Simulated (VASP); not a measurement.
# InSb3 (R-3m) in VASP: relaxation of cell and atoms with PBE

Aim: the relaxation of cell and atoms of InSb3 with PBE.

All numbers are computed with VASP 6.6.1; they aren't measurements. Logs are shortened: lines on timing, memory, paths and dates and some standing lists are left out, and cuts for length are marked.

## 1. The cell of the first run

The structure is trigonal, space group R-3m (No. 166). The conventional cell has a = 6.780 Å, b = 6.780 Å, c = 8.387 Å, α = 90.00°, β = 90.00°, γ = 120.00°. Within 4.5 Å of In (site symmetry -3m) lie 12 Sb at 3.39 to 3.41 Å. Within 4.5 Å of Sb (site symmetry 2/m) lie 4 In at 3.39 to 3.41 Å and 8 Sb at 3.39 to 3.41 Å.

The cell was generated, and may not be a known phase.

## 2. Relaxation of cell and atoms, PBE

INCAR reads:

```
SYSTEM = InSb3
ALGO = Normal
EDIFF = 1E-6
EDIFFG = -0.01
ENCUT = 600
GGA = PE
IBRION = 2
ISIF = 3
ISMEAR = 0
LASPH = .TRUE.
LCHARG = .FALSE.
LREAL = .FALSE.
LWAVE = .FALSE.
NELM = 100
NSW = 100
PREC = Accurate
SIGMA = 0.1
```

KPOINTS reads:

```
k-points
0
G
  12 12 12
  0 0 0
```

POSCAR reads:

```
InSb3
1.0
    3.3898103059      1.9571078926      2.7955500158
   -3.3898103059      1.9571078926      2.7955500158
    0.0000000000     -3.9142157853      2.7955500158
In Sb
1 3
Direct
    0.5000000000      0.5000000000      0.5000000000
    0.0000000000      0.0000000000      0.5000000000
    0.5000000000      0.0000000000      0.0000000000
    0.0000000000      0.5000000000      0.0000000000
```

Potentials or basis: VASP PAW PBE potentials, release 64 (In_d, Sb).

On the command line:

```bash
$ cat potpaw_PBE.64/In_d/POTCAR potpaw_PBE.64/Sb/POTCAR > POTCAR
$ mpirun -np 1 vasp_std > vasp.out
```

OUTCAR:

```text
SYSTEM = InSb3
   EDIFF = 1E-6
   EDIFFG = -0.01
   ENCUT = 600
   GGA = PE
   IBRION = 2
   ISIF = 3
   ISMEAR = 0
   LASPH = .TRUE.
   LREAL = .FALSE.
   NELM = 100
   NSW = 100
   PREC = Accurate

 ion  position               nearest neighbor table
   1  0.500  0.500  0.500-   2 3.39   2 3.39   3 3.39   3 3.39   4 3.39   4 3.39   2 3.41   2 3.41
                             3 3.41   4 3.41   4 3.41   3 3.41
   2  0.000  0.000  0.500-   1 3.39   1 3.39   3 3.39   4 3.39   4 3.39   3 3.39   1 3.41   1 3.41
                             3 3.41   4 3.41   3 3.41   4 3.41
   3  0.500  0.000  0.000-   4 3.39   4 3.39   1 3.39   1 3.39   2 3.39   2 3.39   4 3.41   4 3.41
                             2 3.41   1 3.41   2 3.41   1 3.41
   4  0.000  0.500  0.000-   3 3.39   3 3.39   2 3.39   1 3.39   1 3.39   2 3.39   3 3.41   3 3.41
                             2 3.41   1 3.41   1 3.41   2 3.41

  LATTYP: Found a trigonal (rhomboedric) cell.
 ALAT       =     4.8100088466
 COS(alpha) =     0.0066803271

  Lattice vectors:

 A1 = (   3.3898103059,   1.9571078926,   2.7955500158)
 A2 = (  -3.3898103059,   1.9571078926,   2.7955500158)
 A3 = (   0.0000000000,  -3.9142157853,   2.7955500158)

Analysis of symmetry for initial positions (statically):
=====================================================================
 Subroutine PRICEL returns:
 Original cell was already a primitive cell.

 Routine SETGRP: Setting up the symmetry group for a
 trigonal (rhombohedral) supercell.

 Subroutine GETGRP returns: Found 12 space group operations
 (whereof 12 operations were pure point group operations)
 out of a pool of 12 trial point group operations.

The static configuration has the point symmetry D_3d.

Analysis of symmetry for dynamics (positions and initial velocities):
=====================================================================
 Subroutine PRICEL returns:
 Original cell was already a primitive cell.

 Routine SETGRP: Setting up the symmetry group for a
 trigonal (rhombohedral) supercell.

 Subroutine GETGRP returns: Found 12 space group operations
 (whereof 12 operations were pure point group operations)
 out of a pool of 12 trial point group operations.

The dynamic configuration has the point symmetry D_3d.

 Subroutine INISYM returns: Found 12 space group operations
 (whereof 12 operations are pure point group operations),
 and found     1 'primitive' translations

[... 109 lines left out ...]
   NELECT =      28.0000    total number of electrons
   NUPDOWN=      -1.0000    fix difference up-down
   EMIN   =  10.00;   EMAX   =-10.00  energy-range for DOS
   EFERMI =   0.00;   METHOD = LEGACY
   ISMEAR =     0;   SIGMA  =   0.10  broadening in eV -4-tet -1-fermi 0-gaus
   EFERMI_NEDOS =   21; number of points for ismear=-14 and -15
   IALGO  =     38    algorithm
   IMIX   =      4    mixing-type and parameters
     AMIX     =   0.40;   BMIX     =  1.00
     AMIX_MAG =   1.60;   BMIX_MAG =  1.00
  volume/ion in A,a.u.               =      27.82       187.73
  Fermi-wavevector in a.u.,A,eV,Ry     =   1.033534  1.953095 14.533631  1.068192
  Thomas-Fermi vector in A             =   2.167785
   LORBIT       =      0    0 simple, 1 ext, 2 COOP (PROOUT), +10 PAW based schemes
   GGA     = PE    functional components
   LHFCALC =     F    Hartree Fock is set to
   AEXX    =    0.0000 exact exchange contribution
   IVDW    =     0    specifies the selected vdW correction
   LEPSILON=     F    determine dielectric tensor
   LRPA    =     F    only Hartree local field effects (RPA)
 conjugate gradient relaxation of ions
 non-spin polarized calculation
 Gauss-broadening in eV      SIGMA  =   0.10
  energy-cutoff  :      600.00
  volume of cell :      111.28
 maximum number of plane-waves:      3757
   NGX = 19   NGY = 19   NGZ = 19

--------------------------------------- Ionic step        1  -------------------------------------------

 number of electron      27.9999998 magnetization

 Free energy of the ion-electron system (eV)
  ---------------------------------------------------
  ext. energy  EPLUGINS =         0.00000000
  ---------------------------------------------------
  free energy    TOTEN  =       -14.26066336 eV

  energy without entropy =      -14.25254838  energy(sigma->0) =      -14.25660587

------------------------ aborting loop because EDIFF is reached ----------------------------------------

  FORCE on cell =-STRESS in cart. coord.  units (eV):
  Direction    XX          YY          ZZ          XY          YZ          ZX
  --------------------------------------------------------------------------------------
  -------------------------------------------------------------------------------------
  Total        0.1227349      0.1227349     -0.1140141     -0.0000000      0.0000000      0.0000000
  in kB        1.7671354      1.7671354     -1.6415734     -0.0000000      0.0000000      0.0000000
  external PRESSURE =       0.6308991 kB  Pullay stress =       0.0000000 kB
[... 101 lines left out ...]
--------------------------------------- Ionic step        4  -------------------------------------------

 number of electron      27.9999998 magnetization

 Free energy of the ion-electron system (eV)
  ---------------------------------------------------
  ext. energy  EPLUGINS =         0.00000000
  ---------------------------------------------------
  free energy    TOTEN  =       -14.26144371 eV

  energy without entropy =      -14.25300035  energy(sigma->0) =      -14.25722203

 E-fermi :   7.7667     XC(G=0): -10.0480

 val. band max:        7.7643435757   @ k =  -0.4167   0.4167   0.0000
 cond. band min:       7.7742791815   @ k =  -0.3333   0.0833   0.0833
 fundamental gap:      0.0099356057
 Fermi energy:         7.7666627501

 k-point     1 :       0.0000    0.0000    0.0000
  band No.  band energies     occupation
      1      -6.7175      2.00000
      2      -6.7175      2.00000
      3      -6.7019      2.00000
      4      -6.7019      2.00000
      5      -6.7019      2.00000
      6      -4.3505      2.00000
[... 481 lines left out ...]
      5      -6.7002      2.00000
      6      -3.2110      2.00000
[... 10 lines left out ...]
     17       9.0306      0.00000
     18       9.4273      0.00000

 [... further k-points ...]

------------------------ aborting loop because EDIFF is reached ----------------------------------------

  FORCE on cell =-STRESS in cart. coord.  units (eV):
  Direction    XX          YY          ZZ          XY          YZ          ZX
  --------------------------------------------------------------------------------------
  -------------------------------------------------------------------------------------
  Total        0.0192082      0.0192082      0.0078750      0.0000000     -0.0000000      0.0000000
  in kB        0.2763255      0.2763255      0.1132883      0.0000000     -0.0000000      0.0000000
  external PRESSURE =       0.2219798 kB  Pullay stress =       0.0000000 kB
[... 19 lines left out ...]
  FREE ENERGIE OF THE ION-ELECTRON SYSTEM (eV)
  ---------------------------------------------------
  free  energy   TOTEN  =       -14.2614437133 eV

  energy  without entropy=      -14.2530003538  energy(sigma->0) =      -14.25722203

 reached required accuracy - stopping structural energy minimisation
```

CONTCAR:

```text
InSb3
   1.00000000000000
     3.4014683965073651    1.9638386943506929    2.7787757195907243
    -3.4014683965073651    1.9638386943506929    2.7787757195907243
     0.0000000000000001   -3.9276773888011296    2.7787757195903038
  In              Sb
     1     3
Direct
     0.5000000000000000    0.5000000000000000    0.5000000000000000
     1.0000000000000000    1.0000000000000000    0.5000000000000000
     0.5000000000000000    1.0000000000000000    0.0000000000000000
     1.0000000000000000    0.5000000000000000    0.0000000000000000

  0.00000000E+00  0.00000000E+00  0.00000000E+00
  0.00000000E+00  0.00000000E+00  0.00000000E+00
  0.00000000E+00  0.00000000E+00  0.00000000E+00
  0.00000000E+00  0.00000000E+00  0.00000000E+00
```

It took 6.2 min on 1 thread of Intel Xeon 6975P-C (Granite Rapids), shared host; peak memory 0.6 GiB.

What came out:

| Quantity | Value |
| --- | --- |
| Free energy | -14.2614 eV |
| Relaxed volume | 27.84 Å³/atom |
| Relaxed cell | a = 4.811 Å, b = 4.811 Å, c = 4.811 Å, α = 89.98°, β = 89.98°, γ = 89.98° |
| Space group after relaxing (to 0.1 Å) | Pm-3m (No. 221) |
| Energy gained by relaxing | 0.2 meV/atom |
| Ionic steps | 4 |
| Pressure after relaxing | 0.0 GPa |
| Band gap on the k mesh | zero (bands 14 and 15 overlap by 4.58 eV) |

The path:
| step | energy change (eV) | largest force (eV/Å) | pressure (GPa) | volume (Å³) |
| --- | --- | --- | --- | --- |
| 1 | 0.0000 | 0.0000 | 0.06 | 111.28 |
| 2 | -0.0004 | 0.0000 | -0.02 | 111.45 |
| 3 | -0.0006 | 0.0000 | -0.12 | 111.67 |
| 4 | -0.0008 | 0.0000 | 0.02 | 111.37 |

Final structure:
```
CELL_PARAMETERS angstrom
3.40147 1.96384 2.77878
-3.40147 1.96384 2.77878
0.00000 -3.92768 2.77878
ATOMIC_POSITIONS crystal
In 0.50000 0.50000 0.50000
Sb 0.00000 0.00000 0.50000
Sb 0.50000 0.00000 0.00000
Sb 0.00000 0.50000 0.00000
```

Caveat: spin-orbit coupling is left out, which moves the levels of the heavy elements.
